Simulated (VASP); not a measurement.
Write the native input for VASP 6.6.1 that does the following.

* Task: single point
* Functional: PBEsol-based global hybrid with 25 % exact exchange
* Potentials or basis: VASP PAW PBE potentials, release 64 (Rh_pv)
* Cutoff: 520 eV
* k mesh: 6 × 6 × 3
* Occupations: fermi-dirac, width 0.05 eV
* Spin: no spin polarisation
* Dipole correction: no
* Grid for exact exchange (PRECFOCK): Normal
* Share of exact exchange: 0.25
* Further INCAR settings: ALGO = Normal; EDIFF = 1e-06; NBANDS = 22

Crystal: Rh.

```
Rh
1.0
     2.68840    0.00000    0.00000
    -1.34420    2.32822    0.00000
     0.00000    0.00000    4.20841
Rh
2
Direct
  0.33333 0.66667 0.25000
  0.66667 0.33333 0.75000
```

This isn't the form of Rh at room conditions, which is fcc.

One way to write it, as run:

POSCAR

```
Rh
1.0
    2.6884004011      0.0000000000      0.0000000000
   -1.3442002006      2.3282230429      0.0000000000
    0.0000000000      0.0000000000      4.2084080646
Rh
2
Direct
    0.3333333333      0.6666666667      0.2500000000
    0.6666666667      0.3333333333      0.7500000000
```

INCAR.step1

```
SYSTEM = Rh
ALGO = Normal ; EDIFF = 1E-5
ENCUT = 520 ; GGA = PE
ISIF = 2 ; ISMEAR = -1
LASPH = .True. ; LCHARG = .False.
LREAL = .False. ; LWAVE = .True.
NBANDS = 22 ; NELM = 80
PREC = Accurate ; SIGMA = 0.05
```

INCAR.step2

```
SYSTEM = Rh
AEXX = 0.25 ; ALGO = Normal
EDIFF = 1E-6 ; ENCUT = 520
GGA = PS ; ISIF = 2
ISMEAR = -1 ; ISTART = 1
LASPH = .True. ; LCHARG = .False.
LHFCALC = .True. ; LREAL = .False.
LWAVE = .False. ; NBANDS = 22
NELM = 80 ; PREC = Accurate
PRECFOCK = Normal ; SIGMA = 0.05
```

KPOINTS

```
k-points
0
Gamma
  6 6 3
  0 0 0
```

Potentials or basis: VASP PAW PBE potentials, release 64 (Rh_pv).

Command:

```console
$ cat potpaw_PBE.64/Rh_pv/POTCAR > POTCAR
$ cp INCAR.step1 INCAR
$ mpirun -np 1 vasp_std > vasp.out
$ cp INCAR.step2 INCAR
$ mpirun -np 1 vasp_std > vasp.out
```

It gave:

The pressure is 0.6 GPa. The band gap on the k mesh is zero (bands 15 and 16 overlap by 3.53 eV).

Caveat: the k points lie up to 0.50 Å⁻¹ apart, too coarse for converged energies and pressures of a metal; the PAW data sets were made with another functional, which shifts forces and pressure a little.

It took 45 min on 1 thread of Intel Xeon 8259CL, on a shared host, peak memory 0.16 GiB.
